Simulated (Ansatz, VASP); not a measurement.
Pb in VASP and in Ansatz

```
Pb
1.0
    -7.55863    7.55863    0.00000
    -7.55863    0.00000    7.55863
     0.00000    7.55863    7.55863
Pb
26
Direct
  0.34067 0.00000 0.00000
  0.00000 0.34067 0.00000
  0.00000 0.00000 0.34067
  0.65933 0.00000 0.00000
  0.33460 0.33460 0.99621
  0.33460 0.99621 0.33460
  0.00000 0.65933 0.00000
  0.99621 0.33460 0.33460
  0.00000 0.00000 0.65933
  0.65933 0.34067 0.00000
  0.65933 0.00000 0.34067
  0.34067 0.65933 0.00000
  0.33460 0.33460 0.33460
  0.34067 0.00000 0.65933
  0.00000 0.65933 0.34067
  0.00000 0.34067 0.65933
  0.66540 0.66540 0.00379
  0.66617 0.33383 0.33383
  0.66540 0.00379 0.66540
  0.33383 0.66617 0.33383
  0.33383 0.33383 0.66617
  0.00379 0.66540 0.66540
  0.66617 0.66617 0.33383
  0.66617 0.33383 0.66617
  0.33383 0.66617 0.66617
  0.66540 0.66540 0.66540
```

Change from the starting cell: Pb vacancy (site a), charge +0, atoms relaxed at the host's cell.

Alike in both runs: functional PBE; k mesh 3 × 3 × 3; occupations gaussian, width 0.1 eV; no spin polarisation.

Ansatz relaxed the structure, and its values are those at the end. VASP's run is a single point on that final structure, the one shown.

|  | VASP | Ansatz |
| --- | --- | --- |
| version | VASP 6.6.1 | Ansatz 0.2.0 |
| potentials or method | VASP PAW PBE potentials, release 64 (Pb_d), cutoff 520 eV | scalar-relativistic, plane waves, PAW |
| valence electrons in the cell | 364 | 364 |

```tsv
	VASP	Ansatz	Ansatz less VASP
gap on the k mesh at the Fermi level (eV)	none	none	-
rms of the force components (eV/Å)	0.012	0.008	-0.0046
```

A gap of «none» marks a metal or a gap that the smearing closes.

Neither program's run includes spin-orbit coupling.
